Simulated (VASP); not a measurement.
# Sb (P4/mmm) in VASP: a series of runs

Runs on Sb. Level: PBE. Tasks: single point, relaxation of cell and atoms.

Program: VASP 6.6.1. These are calculated values, not measurements. Logs are shortened: lines on timing, memory, paths and dates and some standing lists are left out, and cuts for length are marked.

## (1) The cell of the first run

The structure is tetragonal, space group P4/mmm (No. 123). The conventional cell has a = 3.145 Å, b = 3.145 Å, c = 5.919 Å, α = 90.00°, β = 90.00°, γ = 90.00°. Within 3.2 Å of Sb (site symmetry 4mm) lie 5 Sb at 2.40 to 3.15 Å.

## (2) Single point, PBE

File INCAR:

```
ALGO     = Normal         # electronic algorithm
EDIFF    = 1E-7           # SCF threshold, eV
ENCUT    = 520            # plane-wave cutoff, eV
GGA      = PE             # functional
ISIF     = 2              # what is computed and relaxed
ISMEAR   = 0              # smearing method
LASPH    = T              # aspherical terms in the spheres
LCHARG   = F              # write CHGCAR
LREAL    = F              # projectors in reciprocal space
LWAVE    = F              # write WAVECAR
NBANDS   = 12             # bands
NELM     = 80             # most SCF steps
PREC     = Accurate       # precision mode
SIGMA    = 0.1            # smearing width, eV
```

File KPOINTS:

```
k-points
0
Gamma
  6 6 4
```

File POSCAR:

```
Sb
1.0
    3.1451585000      0.0000000000      0.0000000000
    0.0000000000      3.1451585000      0.0000000000
    0.0000000000      0.0000000000      5.9194270400
Sb
2
Direct
    0.0000000000      0.0000000000      0.7029731300
    0.0000000000      0.0000000000      0.2970268700
```

Potentials or basis: VASP PAW PBE potentials, release 64 (Sb).

Started as:

```sh
> cat potpaw_PBE.64/Sb/POTCAR > POTCAR
> mpirun -np 1 vasp_std > vasp.out
```

OUTCAR:

```text
EDIFF = 1E-7
   ENCUT = 520
   GGA = PE
   ISIF = 2
   ISMEAR = 0
   LASPH = T
   LREAL = F
   NELM = 80
   PREC = Accurate

 ion  position               nearest neighbor table
   1  0.000  0.000  0.703-   2 2.40   2 3.52
   2  0.000  0.000  0.297-   1 2.40   1 3.52

  LATTYP: Found a simple tetragonal cell.
 ALAT       =     3.1451585000
 C/A-ratio  =     1.8820759081

  Lattice vectors:

 A1 = (   3.1451585000,   0.0000000000,   0.0000000000)
 A2 = (   0.0000000000,   3.1451585000,   0.0000000000)
 A3 = (   0.0000000000,   0.0000000000,   5.9194270400)

Analysis of symmetry for initial positions (statically):
=====================================================================
 Subroutine PRICEL returns:
 Original cell was already a primitive cell.

 Routine SETGRP: Setting up the symmetry group for a
 simple tetragonal supercell.

 Subroutine GETGRP returns: Found 16 space group operations
 (whereof 16 operations were pure point group operations)
 out of a pool of 16 trial point group operations.

The static configuration has the point symmetry D_4h.

Analysis of symmetry for dynamics (positions and initial velocities):
=====================================================================
 Subroutine PRICEL returns:
 Original cell was already a primitive cell.

 Routine SETGRP: Setting up the symmetry group for a
 simple tetragonal supercell.

 Subroutine GETGRP returns: Found 16 space group operations
 (whereof 16 operations were pure point group operations)
 out of a pool of 16 trial point group operations.

The dynamic configuration has the point symmetry D_4h.

 Subroutine INISYM returns: Found 16 space group operations
 (whereof 16 operations are pure point group operations),
 and found     1 'primitive' translations

----------------------------------------------------------------------------------------

                                     Primitive cell

  volume of cell :      58.5551

  direct lattice vectors                    reciprocal lattice vectors
     3.145158500  0.000000000  0.000000000     0.317949000  0.000000000  0.000000000
     0.000000000  3.145158500  0.000000000     0.000000000  0.317949000  0.000000000
     0.000000000  0.000000000  5.919427040     0.000000000  0.000000000  0.168935269

  length of vectors
     3.145158500  3.145158500  5.919427040     0.317949000  0.317949000  0.168935269

  position of ions in fractional coordinates (direct lattice)
     0.000000000  0.000000000  0.702973130
     0.000000000  0.000000000  0.297026870

  ion indices of the primitive-cell ions
   primitive index   ion index
                 1           1
                 2           2

----------------------------------------------------------------------------------------

 KPOINTS: k-points

Automatic generation of k-mesh.
 Grid dimensions read from file:
 generate k-points for:    6    6    4

 Generating k-lattice:

  Cartesian coordinates                     Fractional coordinates (reciprocal lattice)
     0.052991500  0.000000000  0.000000000     0.166666667  0.000000000  0.000000000
     0.000000000  0.052991500  0.000000000     0.000000000  0.166666667  0.000000000
     0.000000000  0.000000000  0.042233817     0.000000000  0.000000000  0.250000000

  Length of vectors
     0.052991500  0.052991500  0.042233817

  Shift w.r.t. Gamma in fractional coordinates (k-lattice)
     0.000000000  0.000000000  0.000000000

 Subroutine IBZKPT returns following result:
 ===========================================

 Found     30 irreducible k-points:

 Following reciprocal coordinates:
            Coordinates               Weight
  0.000000  0.000000  0.000000      1.000000
  0.166667  0.000000  0.000000      4.000000
  0.333333  0.000000  0.000000      4.000000
  0.500000  0.000000  0.000000      2.000000
  0.166667  0.166667  0.000000      4.000000
  0.333333  0.166667  0.000000      8.000000
[... 16 lines left out ...]
  0.333333  0.000000  0.500000      4.000000
  0.500000  0.000000  0.500000      2.000000
 [... further k-points ...]
   k-points           NKPTS =     30   k-points in BZ     NKDIM =     30   number of bands    NBANDS=     12
   number of dos      NEDOS =    301   number of ions     NIONS =      2
   total plane-waves  NPLWV =  27648
   dimension x,y,z NGX =    24 NGY =   24 NGZ =   48
   dimension x,y,z NGXF=    48 NGYF=   48 NGZF=   96
   ions per type =               2
   NGX,Y,Z   is equivalent  to a cutoff of  12.69, 12.69, 13.48 a.u.
   NGXF,Y,Z  is equivalent  to a cutoff of  25.37, 25.37, 26.96 a.u.
 SYSTEM =  unknown system
   PREC   = accura    normal or accurate (medium, high low for compatibility)
   ISTART =      0    job   : 0-new  1-cont  2-samecut
   ICHARG =      2    charge: 1-file 2-atom 10-const
   ISPIN  =      1    spin polarized calculation?
   LNONCOLLINEAR =      F non collinear calculations
   LSORBIT =      F    spin-orbit coupling
   LASPH  =      T    aspherical Exc in radial PAW
   ENCUT  =  520.0 eV  38.22 Ry    6.18 a.u.   5.85  5.85 11.01*2*pi/ulx,y,z
   NELM   =     80;   NELMIN=  2; NELMDL= -5     # of ELM steps
   EDIFF  = 0.1E-06   stopping-criterion for ELM
   LREAL  =      F    real-space projection
   EDIFFG = 0.1E-05   stopping-criterion for IOM
   NSW    =      0    number of steps for IOM
   IBRION =     -1    ionic relax: 0-MD 1-quasi-New 2-CG
   NFREE  =      0    steps in history (QN), initial steepest desc. (CG)
   ISIF   =      2    stress and relaxation
   ISYM   =      2    0-nonsym 1-usesym 2-fastsym
   POTIM  = 0.5000    time-step for ionic-motion
   TEBEG  =    0.0;   TEEND  =   0.0 temperature during run
   PSTRESS=    0.0 pullay stress
   NELECT =      10.0000    total number of electrons
   NUPDOWN=      -1.0000    fix difference up-down
   EMIN   =  10.00;   EMAX   =-10.00  energy-range for DOS
   EFERMI =   0.00;   METHOD = LEGACY
   ISMEAR =     0;   SIGMA  =   0.10  broadening in eV -4-tet -1-fermi 0-gaus
   EFERMI_NEDOS =   21; number of points for ismear=-14 and -15
   IALGO  =     38    algorithm
   IMIX   =      4    mixing-type and parameters
     AMIX     =   0.40;   BMIX     =  1.00
     AMIX_MAG =   1.60;   BMIX_MAG =  1.00
  volume/ion in A,a.u.               =      29.28       197.57
  Fermi-wavevector in a.u.,A,eV,Ry     =   0.908280  1.716401 11.224442  0.824973
  Thomas-Fermi vector in A             =   2.032188
   LORBIT       =      0    0 simple, 1 ext, 2 COOP (PROOUT), +10 PAW based schemes
   GGA     = PE    functional components
   LHFCALC =     F    Hartree Fock is set to
   AEXX    =    0.0000 exact exchange contribution
   IVDW    =     0    specifies the selected vdW correction
   LEPSILON=     F    determine dielectric tensor
   LRPA    =     F    only Hartree local field effects (RPA)
 non-spin polarized calculation
 Gauss-broadening in eV      SIGMA  =   0.10
  energy-cutoff  :      520.00
  volume of cell :       58.56
 maximum number of plane-waves:      1604
 NGX is ok and might be reduce to    24
   NGX = 11   NGY = 11   NGZ = 23

 number of electron      10.0000001 magnetization

 Free energy of the ion-electron system (eV)
  ---------------------------------------------------
  ext. energy  EPLUGINS =         0.00000000
  ---------------------------------------------------
  free energy    TOTEN  =        -6.80379719 eV

  energy without entropy =       -6.79962105  energy(sigma->0) =       -6.80170912

 E-fermi :   7.0500     XC(G=0):  -9.5594

 val. band max:        7.0237046520   @ k =   0.5000   0.5000   0.2500
 cond. band min:       7.2562919914   @ k =   0.3333   0.3333   0.0000
 fundamental gap:      0.2325873393
 Fermi energy:         7.0499593952

 k-point     1 :       0.0000    0.0000    0.0000
  band No.  band energies     occupation
      1      -6.1917      2.00000
      2      -1.8241      2.00000
      3       1.8987      2.00000
      4       9.3665      0.00000
      5       9.3665      0.00000
      6      12.8428      0.00000
      7      12.8981      0.00000
      8      12.8981      0.00000
      9      13.3702      0.00000
     10      13.5379      0.00000
     11      15.9746      0.00000
     12      16.5783      0.00000

 k-point     2 :       0.1667    0.0000    0.0000
  band No.  band energies     occupation
      1      -5.8258      2.00000
      2      -1.4355      2.00000
      3       2.2379      2.00000
      4       6.3656      2.00000
      5       9.7132      0.00000
      6       9.9332      0.00000
      7      13.2546      0.00000
      8      13.2755      0.00000
      9      13.6864      0.00000
     10      14.3962      0.00000
     11      16.0623      0.00000
     12      17.5050      0.00000

 k-point     3 :       0.3333    0.0000    0.0000
  band No.  band energies     occupation
      1      -4.8563      2.00000
      2      -0.3496      2.00000
      3       2.6180      2.00000
      4       3.3691      2.00000
      5       6.3116      2.00000
      6      10.5569      0.00000
      7      11.2398      0.00000
      8      14.2036      0.00000
      9      14.2065      0.00000
     10      14.7355      0.00000
     11      17.1494      0.00000
     12      18.9404      0.00000
[... 286 lines left out ...]
 k-point    23 :       0.3333    0.0000    0.5000
  band No.  band energies     occupation
      1      -4.6753      2.00000
      2      -1.3877      2.00000
      3       3.0453      2.00000
      4       5.4325      2.00000
      5       6.0428      2.00000
      6       9.3127      0.00000
      7      10.8168      0.00000
      8      13.5068      0.00000
      9      14.2582      0.00000
     10      15.1018      0.00000
     11      15.2285      0.00000
     12      17.6644      0.00000

 k-point    24 :       0.5000    0.0000    0.5000
  band No.  band energies     occupation
      1      -3.9473      2.00000
      2      -0.4753      2.00000
      3       1.4568      2.00000
      4       3.6279      2.00000
      5       6.5883      2.00000
      6      10.2826      0.00000
      7      11.3633      0.00000
      8      13.0820      0.00000
      9      13.4353      0.00000
     10      14.1487      0.00000
     11      16.1795      0.00000
     12      17.8815      0.00000

 [... further k-points ...]

------------------------ aborting loop because EDIFF is reached ----------------------------------------

  FORCE on cell =-STRESS in cart. coord.  units (eV):
  Direction    XX          YY          ZZ          XY          YZ          ZX
  --------------------------------------------------------------------------------------
  -------------------------------------------------------------------------------------
  Total        0.1223282      0.1223282     16.1073367      0.0000000     -0.0000000      0.0000000
  in kB        3.3471276      3.3471276    440.7269171      0.0000000     -0.0000000      0.0000000
  external PRESSURE =     149.1403908 kB  Pullay stress =       0.0000000 kB

 VOLUME and BASIS-vectors are now :
 -----------------------------------------------------------------------------
  energy-cutoff  :      520.00
  volume of cell :       58.56
      direct lattice vectors                 reciprocal lattice vectors
     3.145158500  0.000000000  0.000000000     0.317949000  0.000000000  0.000000000
     0.000000000  3.145158500  0.000000000     0.000000000  0.317949000  0.000000000
     0.000000000  0.000000000  5.919427040     0.000000000  0.000000000  0.168935269

 POSITION                                       TOTAL-FORCE (eV/Angst)
 -----------------------------------------------------------------------------------
      0.00000      0.00000      4.16120        -0.000000      0.000000      6.491404
      0.00000      0.00000      1.75823         0.000000     -0.000000     -6.491404
 -----------------------------------------------------------------------------------
    total drift:                               -0.000000     -0.000000     -0.000000

  FREE ENERGIE OF THE ION-ELECTRON SYSTEM (eV)
  ---------------------------------------------------
  free  energy   TOTEN  =        -6.8037971944 eV

  energy  without entropy=       -6.7996210489  energy(sigma->0) =       -6.80170912
```

Wall time 7.4 s (1 thread of Intel Xeon Platinum 8488C (Sapphire Rapids), shared host); peak memory 0.17 GiB.

Results:

- Free energy: -6.8038 eV
- Pressure: 14.9 GPa
- Largest force: 6.491 eV/Å
- Band gap on the k mesh: zero (band 5 reaches 9.71 eV, above the bottom of band 6 at 5.57 eV)

Forces on the atoms (eV/Å):
```
Sb   0.000  0.000  6.491
Sb   0.000  0.000 -6.491
```

Caveat: spin-orbit coupling is left out, which moves the levels of the heavy elements; forces of over 1 eV/Å act on the atoms, so gaps and moduli don't describe the material at rest.

## (3) Relaxation of cell and atoms, PBE

File INCAR:

```
SYSTEM = Sb
  PREC = Accurate
  ENCUT = 600
  EDIFF = 1E-6
  ISMEAR = 0
  SIGMA = 0.1
  LREAL = .False.
  LASPH = .True.
  NELM = 100
  ALGO = Normal
  ISIF = 3
  LWAVE = .False.
  LCHARG = .False.
  GGA = PE
  IBRION = 2
  NSW = 90
  EDIFFG = -0.04
```

File KPOINTS:

```
Automatic mesh
0
Gamma
  6 6 4
  0 0 0
```

POSCAR is that of step 2.

Potentials or basis: VASP PAW PBE potentials, release 64 (Sb).

Started as:

```sh
> cat potpaw_PBE.64/Sb/POTCAR > POTCAR
> mpirun -np 1 vasp_std > vasp.out
```

Wall time 2.6 min (1 thread of Intel Xeon Platinum 8488C (Sapphire Rapids), shared host); peak memory 0.21 GiB.

The run converged. Its results:

| Property | Result |
| --- | --- |
| Free energy | -8.2576 eV |
| Relaxed volume | 30.53 Å³/atom |
| Relaxed cell | a = 3.087 Å, b = 3.087 Å, c = 6.406 Å, α = 90.00°, β = 90.00°, γ = 90.00° |
| Space group after relaxing (to 0.05 Å) | P4/mmm (No. 123) |
| Energy gained by relaxing | 726.8 meV/atom |
| Ionic steps | 24 |
| Pressure after relaxing | -0.1 GPa |
| Largest force after relaxing | 0.034 eV/Å |
| Band gap on the k mesh | zero (band 5 reaches 11.09 eV, above the bottom of band 6 at 4.17 eV) |

Forces in eV/Å, atoms in the order of the input:
```
Sb   0.000  0.000  0.034
Sb   0.000  0.000 -0.034
```

Step by step:
| step | energy change (eV) | largest force (eV/Å) | pressure (GPa) | volume (Å³) |
| --- | --- | --- | --- | --- |
| 1 | 0.0000 | 6.4910 | 14.91 | 58.56 |
| 2 | -0.6597 | 0.1047 | -5.09 | 81.78 |
| 3 | -0.7437 | 0.0435 | -5.15 | 79.45 |
| 4 | -0.8372 | 0.0368 | -5.17 | 77.27 |
| 5 | -1.3257 | 0.1666 | -3.28 | 67.89 |
| 6 | -1.3051 | 0.8922 | 0.46 | 63.22 |
| 7 | -1.3716 | 0.1670 | -1.98 | 65.93 |
| 8 | -1.3719 | 0.2241 | -1.78 | 65.69 |
| 9 | -1.3903 | 0.2335 | 0.29 | 62.82 |
| 10 | -1.3908 | 0.2213 | 0.02 | 63.19 |
| 11 | -1.3976 | 0.2513 | 0.13 | 62.67 |
| 12 | -1.4138 | 0.3999 | 0.49 | 61.13 |
| 13 | -1.3767 | 0.2515 | 2.37 | 58.05 |
| 14 | -1.4136 | 0.3932 | 0.72 | 60.60 |
| 15 | -1.4162 | 0.3869 | 0.70 | 60.51 |
| 16 | -1.4239 | 0.3913 | 0.69 | 60.24 |
| 17 | -1.4359 | 0.2377 | 0.93 | 59.70 |
| 18 | -1.4178 | 0.2305 | 1.80 | 58.64 |
| 19 | -1.4368 | 0.1427 | 1.06 | 59.50 |
| 20 | -1.4438 | 0.1128 | 0.83 | 59.81 |
| 21 | -1.4532 | 0.0589 | 0.18 | 60.74 |
| 22 | -1.4533 | 0.0545 | 0.13 | 60.81 |
| 23 | -1.4535 | 0.0463 | 0.04 | 60.91 |
| 24 | -1.4536 | 0.0342 | -0.11 | 61.05 |

Final structure:
```yaml
crystal:
  lattice:
    - [3.08718, 0.00000, 0.00000]
    - [0.00000, 3.08718, 0.00000]
    - [0.00000, 0.00000, 6.40608]
  atoms:
    - { symbol: Sb, position: [0.00000, 0.00000, 0.74916] }
    - { symbol: Sb, position: [0.00000, 0.00000, 0.25084] }
```

Levels at points of the mesh, in eV from the Fermi level:
```
           k point  band 2  band 3  band 4  band 5  band 6  band 7  band 8  band 9
(0.00, 0.00, 0.00)  -10.36   -5.52    2.38    3.37    3.37    5.06    5.06    6.35
(0.50, 0.00, 0.00)   -7.74   -5.64   -3.90   -3.38    2.07    4.43    5.44    7.15
(0.50, 0.50, 0.00)   -4.82   -3.56   -3.56   -1.94   -1.94   -1.36    2.13    4.48
(0.00, 0.00, 0.50)  -11.60   -2.38   -2.33    4.06    4.06    4.10    4.10    7.57
(0.50, 0.00, 0.50)   -9.08   -4.94   -4.91   -0.14   -0.08    4.78    4.79    6.15
(0.50, 0.50, 0.50)   -6.37   -2.89   -2.89   -2.86   -2.86    2.11    2.19    2.93
```

Caveat: spin-orbit coupling is left out, which moves the levels of the heavy elements.
